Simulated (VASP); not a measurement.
# Na3Sc in VASP: further runs, part 2 of 3

VASP 6.6.1.

## Step 3: Single point, PBE

This run uses another cell than the first one, of 31.78 Å³/atom.

INCAR reads:

```
PREC = Accurate
ENCUT = 520
EDIFF = 1E-6
ISMEAR = 0
SIGMA = 0.1
LREAL = False
LASPH = True
NELM = 100
ALGO = Normal
ISIF = 2
LWAVE = False
LCHARG = False
GGA = PE
NBANDS = 24
```

KPOINTS reads:

```
Automatic mesh
0
Gamma
  4 4 4
```

POSCAR reads:

```
Na3Sc
1.0
    5.0433097998      0.0000000000      0.0000000000
    0.0000000000      5.0433097998      0.0000000000
    0.0000000000      0.0000000000      4.9985491016
Na Sc
3 1
Direct
    0.0000000000      0.5000000000      0.5000000000
    0.5000000000      0.0000000000      0.5000000000
    0.5000000000      0.5000000000      0.0000000000
    0.0000000000      0.0000000000      0.0000000000
```

Potentials or basis: VASP PAW PBE potentials, release 64 (Na_pv, Sc_sv).

On the command line:

```console
> cat potpaw_PBE.64/Na_pv/POTCAR potpaw_PBE.64/Sc_sv/POTCAR > POTCAR
> mpirun -np 1 vasp_std > vasp.out
```

OUTCAR:

```text
PREC = Accurate
   ENCUT = 520
   EDIFF = 1E-6
   ISMEAR = 0
   LREAL = False
   LASPH = True
   NELM = 100
   ISIF = 2
   GGA = PE

 ion  position               nearest neighbor table
   1  0.000  0.500  0.500-
   2  0.500  0.000  0.500-
   3  0.500  0.500  0.000-
   4  0.000  0.000  0.000-

  LATTYP: Found a simple tetragonal cell.
 ALAT       =     5.0433097998
 C/A-ratio  =     0.9911247375

  Lattice vectors:

 A1 = (   5.0433097998,   0.0000000000,   0.0000000000)
 A2 = (   0.0000000000,   5.0433097998,   0.0000000000)
 A3 = (   0.0000000000,   0.0000000000,   4.9985491016)

Analysis of symmetry for initial positions (statically):
=====================================================================
 Subroutine PRICEL returns:
 Original cell was already a primitive cell.

 Routine SETGRP: Setting up the symmetry group for a
 simple tetragonal supercell.

 Subroutine GETGRP returns: Found 16 space group operations
 (whereof 16 operations were pure point group operations)
 out of a pool of 16 trial point group operations.

The static configuration has the point symmetry D_4h.

Analysis of symmetry for dynamics (positions and initial velocities):
=====================================================================
 Subroutine PRICEL returns:
 Original cell was already a primitive cell.

 Routine SETGRP: Setting up the symmetry group for a
 simple tetragonal supercell.

 Subroutine GETGRP returns: Found 16 space group operations
 (whereof 16 operations were pure point group operations)
 out of a pool of 16 trial point group operations.

The dynamic configuration has the point symmetry D_4h.

 Subroutine INISYM returns: Found 16 space group operations
 (whereof 16 operations are pure point group operations),
 and found     1 'primitive' translations

----------------------------------------------------------------------------------------

                                     Primitive cell

  volume of cell :     127.1380

  direct lattice vectors                    reciprocal lattice vectors
     5.043309800  0.000000000  0.000000000     0.198282485  0.000000000  0.000000000
     0.000000000  5.043309800  0.000000000     0.000000000  0.198282485  0.000000000
     0.000000000  0.000000000  4.998549102     0.000000000  0.000000000  0.200058053

  length of vectors
     5.043309800  5.043309800  4.998549102     0.198282485  0.198282485  0.200058053

  position of ions in fractional coordinates (direct lattice)
     0.000000000  0.500000000  0.500000000
     0.500000000  0.000000000  0.500000000
     0.500000000  0.500000000  0.000000000
     0.000000000  0.000000000  0.000000000

  ion indices of the primitive-cell ions
   primitive index   ion index
                 1           1
                 2           2
                 3           3
                 4           4

----------------------------------------------------------------------------------------

 KPOINTS: Automatic mesh

Automatic generation of k-mesh.
 Grid dimensions read from file:
 generate k-points for:    4    4    4

 Generating k-lattice:

  Cartesian coordinates                     Fractional coordinates (reciprocal lattice)
     0.049570621  0.000000000  0.000000000     0.250000000  0.000000000  0.000000000
     0.000000000  0.049570621  0.000000000     0.000000000  0.250000000  0.000000000
     0.000000000  0.000000000  0.050014513     0.000000000  0.000000000  0.250000000

  Length of vectors
     0.049570621  0.049570621  0.050014513

  Shift w.r.t. Gamma in fractional coordinates (k-lattice)
     0.000000000  0.000000000  0.000000000

 Subroutine IBZKPT returns following result:
 ===========================================

 Found     18 irreducible k-points:

 Following reciprocal coordinates:
            Coordinates               Weight
  0.000000  0.000000  0.000000      1.000000
  0.250000  0.000000  0.000000      4.000000
  0.500000  0.000000  0.000000      2.000000
  0.250000  0.250000  0.000000      4.000000
  0.500000  0.250000  0.000000      4.000000
  0.500000  0.500000  0.000000      1.000000
[... 10 lines left out ...]
  0.500000  0.250000  0.500000      4.000000
  0.500000  0.500000  0.500000      1.000000
   k-points           NKPTS =     18   k-points in BZ     NKDIM =     18   number of bands    NBANDS=     24
   number of dos      NEDOS =    301   number of ions     NIONS =      4
   total plane-waves  NPLWV =  64000
   dimension x,y,z NGX =    40 NGY =   40 NGZ =   40
   dimension x,y,z NGXF=    80 NGYF=   80 NGZF=   80
   ions per type =               3   1
   NGX,Y,Z   is equivalent  to a cutoff of  13.19, 13.19, 13.30 a.u.
   NGXF,Y,Z  is equivalent  to a cutoff of  26.37, 26.37, 26.61 a.u.
 SYSTEM =  unknown system
   PREC   = accura    normal or accurate (medium, high low for compatibility)
   ISTART =      0    job   : 0-new  1-cont  2-samecut
   ICHARG =      2    charge: 1-file 2-atom 10-const
   ISPIN  =      1    spin polarized calculation?
   LNONCOLLINEAR =      F non collinear calculations
   LSORBIT =      F    spin-orbit coupling
   LASPH  =      T    aspherical Exc in radial PAW
   ENCUT  =  520.0 eV  38.22 Ry    6.18 a.u.   9.38  9.38  9.29*2*pi/ulx,y,z
   NELM   =    100;   NELMIN=  2; NELMDL= -5     # of ELM steps
   EDIFF  = 0.1E-05   stopping-criterion for ELM
   LREAL  =      F    real-space projection
   EDIFFG = 0.1E-04   stopping-criterion for IOM
   NSW    =      0    number of steps for IOM
   IBRION =     -1    ionic relax: 0-MD 1-quasi-New 2-CG
   NFREE  =      0    steps in history (QN), initial steepest desc. (CG)
   ISIF   =      2    stress and relaxation
   ISYM   =      2    0-nonsym 1-usesym 2-fastsym
   POTIM  = 0.5000    time-step for ionic-motion
   TEBEG  =    0.0;   TEEND  =   0.0 temperature during run
   PSTRESS=    0.0 pullay stress
   NELECT =      32.0000    total number of electrons
   NUPDOWN=      -1.0000    fix difference up-down
   EMIN   =  10.00;   EMAX   =-10.00  energy-range for DOS
   EFERMI =   0.00;   METHOD = LEGACY
   ISMEAR =     0;   SIGMA  =   0.10  broadening in eV -4-tet -1-fermi 0-gaus
   EFERMI_NEDOS =   21; number of points for ismear=-14 and -15
   IALGO  =     38    algorithm
   IMIX   =      4    mixing-type and parameters
     AMIX     =   0.40;   BMIX     =  1.00
     AMIX_MAG =   1.60;   BMIX_MAG =  1.00
  volume/ion in A,a.u.               =      31.78       214.49
  Fermi-wavevector in a.u.,A,eV,Ry     =   1.033633  1.953283 14.536429  1.068397
  Thomas-Fermi vector in A             =   2.167889
   LORBIT       =      0    0 simple, 1 ext, 2 COOP (PROOUT), +10 PAW based schemes
   GGA     = PE    functional components
   LHFCALC =     F    Hartree Fock is set to
   AEXX    =    0.0000 exact exchange contribution
   IVDW    =     0    specifies the selected vdW correction
   LEPSILON=     F    determine dielectric tensor
   LRPA    =     F    only Hartree local field effects (RPA)
 non-spin polarized calculation
 Gauss-broadening in eV      SIGMA  =   0.10
  energy-cutoff  :      520.00
  volume of cell :      127.14
 maximum number of plane-waves:      3435
 NGX is ok and might be reduce to    40
   NGX = 19   NGY = 19   NGZ = 19

 number of electron      31.9999950 magnetization

 Free energy of the ion-electron system (eV)
  ---------------------------------------------------
  ext. energy  EPLUGINS =         0.00000000
  ---------------------------------------------------
  free energy    TOTEN  =        -8.49977101 eV

  energy without entropy =       -8.46383746  energy(sigma->0) =       -8.48180424

 E-fermi :   1.0802     XC(G=0):  -7.4517

 val. band max:        1.0729060959   @ k =   0.5000   0.0000   0.2500
 cond. band min:       1.1259472154   @ k =   0.2500   0.2500   0.5000
 fundamental gap:      0.0530411195
 Fermi energy:         1.0802466910

 k-point     1 :       0.0000    0.0000    0.0000
  band No.  band energies     occupation
      1     -49.7900      2.00000
      2     -28.3944      2.00000
      3     -28.3944      2.00000
      4     -28.3893      2.00000
      5     -23.2140      2.00000
      6     -23.2067      2.00000
[... 16 lines left out ...]
     23       3.5703      0.00000
     24       5.6506      0.00000
[... 436 lines left out ...]
      2     -28.3954      2.00000
      3     -28.3954      2.00000
      4     -28.3904      2.00000
      5     -23.2330      2.00000
      6     -23.1929      2.00000
[... 16 lines left out ...]
     23       2.0774      0.00000
     24       4.2619      0.00000

------------------------ aborting loop because EDIFF is reached ----------------------------------------

  FORCE on cell =-STRESS in cart. coord.  units (eV):
  Direction    XX          YY          ZZ          XY          YZ          ZX
  --------------------------------------------------------------------------------------
  -------------------------------------------------------------------------------------
  Total        0.0228587      0.0228587      0.0223082      0.0000000      0.0000000     -0.0000000
  in kB        0.2880630      0.2880630      0.2811257      0.0000000      0.0000000     -0.0000000
  external PRESSURE =       0.2857505 kB  Pullay stress =       0.0000000 kB

 VOLUME and BASIS-vectors are now :
 -----------------------------------------------------------------------------
  energy-cutoff  :      520.00
  volume of cell :      127.14
      direct lattice vectors                 reciprocal lattice vectors
     5.043309800  0.000000000  0.000000000     0.198282485  0.000000000  0.000000000
     0.000000000  5.043309800  0.000000000     0.000000000  0.198282485  0.000000000
     0.000000000  0.000000000  4.998549102     0.000000000  0.000000000  0.200058053

 POSITION                                       TOTAL-FORCE (eV/Angst)
 -----------------------------------------------------------------------------------
      0.00000      2.52165      2.49927         0.000000      0.000000      0.000000
      2.52165      0.00000      2.49927         0.000000      0.000000      0.000000
      2.52165      2.52165      0.00000         0.000000      0.000000      0.000000
      0.00000      0.00000      0.00000         0.000000      0.000000      0.000000
 -----------------------------------------------------------------------------------
    total drift:                               -0.000000      0.000000     -0.000000

  FREE ENERGIE OF THE ION-ELECTRON SYSTEM (eV)
  ---------------------------------------------------
  free  energy   TOTEN  =        -8.4997710132 eV

  energy  without entropy=       -8.4638374583  energy(sigma->0) =       -8.48180424
```

OSZICAR:

```text
N       E                     dE             d eps       ncg     rms          rms(c)
DAV:   1     0.303119792800E+03    0.30312E+03   -0.15642E+04   864   0.137E+03
DAV:   2     0.634669362088E+01   -0.29677E+03   -0.29131E+03   864   0.433E+02
DAV:   3    -0.951954306296E+01   -0.15866E+02   -0.15493E+02  1112   0.121E+02
DAV:   4    -0.101180772183E+02   -0.59853E+00   -0.59517E+00  1056   0.269E+01
DAV:   5    -0.101466575379E+02   -0.28580E-01   -0.28575E-01  1304   0.586E+00    0.545E+00
DAV:   6    -0.857856608649E+01    0.15681E+01   -0.49313E+00  1264   0.123E+01    0.214E+00
DAV:   7    -0.853530955442E+01    0.43257E-01   -0.63495E-01  1192   0.529E+00    0.949E-01
DAV:   8    -0.862457123198E+01   -0.89262E-01   -0.57304E-01  1208   0.424E+00    0.225E+00
DAV:   9    -0.850523231340E+01    0.11934E+00   -0.48210E-01  1192   0.431E+00    0.470E-01
DAV:  10    -0.849978694975E+01    0.54454E-02   -0.22187E-02  1176   0.891E-01    0.594E-02
DAV:  11    -0.849979949265E+01   -0.12543E-04   -0.71565E-04  1120   0.114E-01    0.367E-02
DAV:  12    -0.849977078190E+01    0.28711E-04   -0.11187E-04  1192   0.705E-02    0.588E-03
DAV:  13    -0.849977101316E+01   -0.23126E-06   -0.36806E-06   928   0.130E-02
   1 F= -.84997710E+01 E0= -.84818042E+01  d E =-.359336E-01
```

stdout:

```text
POSCAR found type information on POSCAR NaSc
 POSCAR found :  2 types and       4 ions
 scaLAPACK will be used
 LDA part: xc-table for (Slater+PW92), standard interpolation
 POSCAR, INCAR and KPOINTS ok, starting setup
 FFT: planning ... GRIDC
 FFT: planning ... GRID_SOFT
 FFT: planning ... GRID
 WAVECAR not read
 entering main loop
```

It took 68 s on 1 thread of Oxide Virtual Turin-like, shared host; peak memory 0.22 GiB.

What came out:

```
Free energy            : -8.4998 eV
Pressure               : 0.0 GPa
Band gap on the k mesh : zero (bands 16 and 17 overlap by 0.79 eV)
```

Levels at points of the mesh, in eV from the Fermi level:
| k point | band 14 | band 15 | band 16 | band 17 | band 18 | band 19 |
| --- | --- | --- | --- | --- | --- | --- |
| (0.00, 0.00, 0.00) | -3.84 | -0.11 | -0.10 | 0.74 | 0.75 | 0.75 |
| (0.50, 0.00, 0.00) | -2.58 | -2.03 | 0.05 | 0.41 | 0.43 | 0.79 |
| (0.50, 0.50, 0.00) | -1.38 | -1.00 | -0.74 | -0.74 | 0.53 | 0.53 |
| (0.00, 0.00, 0.50) | -2.55 | -2.00 | 0.05 | 0.41 | 0.41 | 0.78 |
| (0.50, 0.00, 0.50) | -1.35 | -0.98 | -0.71 | -0.71 | 0.51 | 0.52 |
| (0.50, 0.50, 0.50) | -0.29 | -0.29 | -0.28 | 0.28 | 0.33 | 0.34 |

(Continued in part 3 of 3.)

The gap in the log of VASP goes by the Fermi energy; the results here count the filled bands.